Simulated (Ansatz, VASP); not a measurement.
TaH4: VASP beside Ansatz

```
CELL_PARAMETERS angstrom
0.00000 3.01186 3.01186
3.01186 0.00000 3.01186
3.01186 3.01186 0.00000
ATOMIC_POSITIONS crystal
Ta 0.25000 0.25000 0.25000
H 0.59181 0.59181 0.59181
H 0.59181 0.59181 0.22457
H 0.59181 0.22457 0.59181
H 0.22457 0.59181 0.59181
```

Alike in both runs: task relaxation of cell and atoms; functional PBE; k mesh 4 × 4 × 4; occupations gaussian, width 0.15 eV; no spin polarisation.

```csv
,VASP,Ansatz
version,VASP 6.6.1,Ansatz 0.2.0
potentials or method,"VASP PAW PBE potentials, release 64 (Ta_pv, H), cutoff 600 eV","scalar-relativistic, plane waves, PAW"
valence electrons in the cell,15,17
```

Ansatz gave:

```
gap on the k mesh at the Fermi level, each at its own relaxed structure (eV)  : none
relaxed volume (Å³/atom)                                                      : 5.85
relaxed length of the cell vector where the two differ most in proportion (Å) : 3.458
```

Q: Estimate VASP's values.

A: gap on the k mesh at the Fermi level, each at its own relaxed structure (eV): none; relaxed volume (Å³/atom): 5.87; relaxed length of the cell vector where the two differ most in proportion (Å): 3.463.

A gap of «none» marks a metal or a gap that the smearing closes. VASP's potentials hold 15 valence electrons a cell and Ansatz's 17, so a difference there can come from the potentials and not from the codes.

The k mesh is coarse, so the values compare programs but aren't converged. Neither program's run includes spin-orbit coupling. Noted on VASP's run: the volume moved by over 15 % at a fixed basis, so the end points are rough.
